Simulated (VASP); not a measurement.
**KF: single point with PBE**

KF:

```
CELL_PARAMETERS angstrom
0.00000 2.68200 2.68200
2.68200 0.00000 2.68200
2.68200 2.68200 0.00000
ATOMIC_POSITIONS crystal
K 0.00000 0.00000 0.00000
F 0.50000 0.50000 0.50000
```

This cell differs from its parent crystal: volume scaled by 0.97.

```
Program             : VASP 6.6.1
Task                : single point
Functional          : PBE
Potentials or basis : VASP PAW PBE potentials, release 64 (K_sv, F)
Cutoff              : 520 eV
k mesh              : 8 × 8 × 8
Occupations         : gaussian, width 0.02 eV
Spin                : no spin polarisation
```

```
Pressure               : 1.0 GPa
Band gap on the k mesh : 6.11 eV, direct
```

Levels at points of the mesh, in eV from the valence-band top:
```csv
k point,band 6,band 7,band 8,band 9,band 10,band 11
"(0.00, 0.00, 0.00)",0.00,0.00,0.00,6.11,10.65,10.65
"(0.50, 0.00, 0.00)",-0.78,-0.34,-0.34,9.02,10.52,12.02
"(0.50, 0.50, 0.00)",-0.22,-0.06,-0.06,8.19,10.24,11.72
```

It took 25 s on 1 thread of AMD EPYC 7R13 (shared host), peak memory 0.13 GiB.

 A k mesh can miss the band edges.
